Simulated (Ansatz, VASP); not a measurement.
**SiC, level by level in two programs**

```
Si C
1.0
     3.11550    0.00000    0.00000
    -1.55775    2.69810    0.00000
     0.00000    0.00000   15.27047
Si C
6 6
Direct
  0.66667 0.33333 0.45830
  0.33333 0.66667 0.95830
  0.66667 0.33333 0.79170
  0.33333 0.66667 0.29170
  0.00000 0.00000 0.62500
  0.00000 0.00000 0.12500
  0.66667 0.33333 0.33330
  0.33333 0.66667 0.83330
  0.66667 0.33333 0.66670
  0.33333 0.66667 0.16670
  0.00000 0.00000 0.50000
  0.00000 0.00000 0.00000
```

Single points on this cell with VASP 6.6.1 and Ansatz 0.2.0. Each row is one pair of runs. Alike in all rows: spin: off; k mesh: 10 × 10 × 2; smearing: fermi-dirac, width 0.05 eV; Ansatz's potentials, cutoff: Ansatz PAW, 420 eV.

| level | VASP's potentials, cutoff | gap on the k mesh at the Fermi level (eV), VASP | gap on the k mesh at the Fermi level (eV), Ansatz | least direct gap on the mesh (eV), VASP | least direct gap on the mesh (eV), Ansatz | pressure (GPa), VASP | pressure (GPa), Ansatz |
| --- | --- | --- | --- | --- | --- | --- | --- |
| b88 exchange, pbe correlation | VASP PAW PBE potentials, release 64 (Si, C), 600 eV | 2.03 | 2.04 | 3.12 | 3.12 | -3.9 | -3.7 |
| PBE | VASP PAW PBE potentials, release 64 (Si, C), 520 eV | 2.03 | 2.03 | 3.12 | 3.12 | -3.9 | -3.8 |
| revPBE | VASP PAW PBE potentials, release 64 (Si, C), 520 eV | 2.03 | 2.04 | 3.12 | 3.13 | -1.9 | -1.5 |

Gap on the k mesh at the fermi level (eV): the two programs differ by at most 0.005; least direct gap on the mesh (eV): the two programs differ by at most 0.01; pressure (GPa): the two programs differ by at most 0.36.
